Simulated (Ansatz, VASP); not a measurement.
**One calculation of InSb, two programs**

```
In Sb
1.0
     0.00000    3.23910    3.30388
     3.23910    0.00000    3.30388
     3.23910    3.23910    0.00000
In Sb
1 1
Direct
  0.00000 0.00000 0.00000
  0.75000 0.75000 0.75000
```

Change from the starting cell: strain +0.0200 x Voigt [0, 0, 1, 0, 0, 0], atoms carried along.

Alike in both runs: task single point; functional PBEsol; k mesh 12 × 12 × 12; occupations gaussian, width 0.15 eV; no spin polarisation.

|  | VASP | Ansatz |
| --- | --- | --- |
| version | VASP 6.6.1 | Ansatz 0.2.0 |
| potentials or method | VASP PAW PBE potentials, release 64 (In_d, Sb), cutoff 520 eV | scalar-relativistic, plane waves, PAW |
| valence electrons in the cell | 18 | 28 |

```csv
,VASP,Ansatz,Ansatz less VASP
gap on the k mesh at the Fermi level (eV),none,none,-
pressure (GPa),0.0,0.0,-0.02
"traceless stress, the component that is largest in VASP (GPa)",-0.38,-0.38,0.000
```

VASP's potentials were made for PBE, not for PBEsol. A gap of «none» marks a metal or a gap that the smearing closes. VASP's potentials hold 18 valence electrons a cell and Ansatz's 28, so a difference there can come from the potentials and not from the codes.

Neither program's run includes spin-orbit coupling.
